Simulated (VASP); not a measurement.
Input of a VASP 6.6.1 run:

INCAR

```
SYSTEM = MgO
PREC = Accurate ; ENCUT = 600
EDIFF = 1E-7 ; ISMEAR = 0
SIGMA = 0.02 ; LREAL = .FALSE.
LASPH = .TRUE. ; NELM = 80
ALGO = Normal ; ISIF = 4
LWAVE = .FALSE. ; LCHARG = .FALSE.
GGA = PE ; IBRION = 2
NSW = 50 ; EDIFFG = -0.01
```

The input KPOINTS:

```
regular mesh
0
G
  12 12 6
  0 0 0
```

The input POSCAR:

```
MgO
1.0
    3.3479032019      0.0000000000      0.0000000000
   -1.6739516009      2.8993692222      0.0000000000
    0.0000000000      0.0000000000      5.1689166704
Mg O
2 2
Direct
    0.3333333333      0.6666666667      0.0061939067
    0.6666666667      0.3333333333      0.5061939067
    0.3333333333      0.6666666667      0.3984060833
    0.6666666667      0.3333333333      0.8984060833
```

Potentials or basis: VASP PAW PBE potentials, release 64 (Mg, O).

Command:

```sh
$ cat potpaw_PBE.64/Mg/POTCAR potpaw_PBE.64/O/POTCAR > POTCAR
$ mpirun -np 1 vasp_std > vasp.out
```

Q: Estimate the band gap on the k mesh.

A: 3.27 eV.

Step by step:
```tsv
step	energy change (eV)	largest force (eV/Å)	pressure (GPa)	volume (Å³)
1	0.0000	0.0232	-3.76	50.17
2	-0.0002	0.0212	-3.74	50.17
3	-0.0006	0.0147	-3.68	50.17
4	-0.0005	0.0008	-3.57	50.17
5	-0.0007	0.0086	-3.64	50.17
```

A k mesh can miss the band edges.
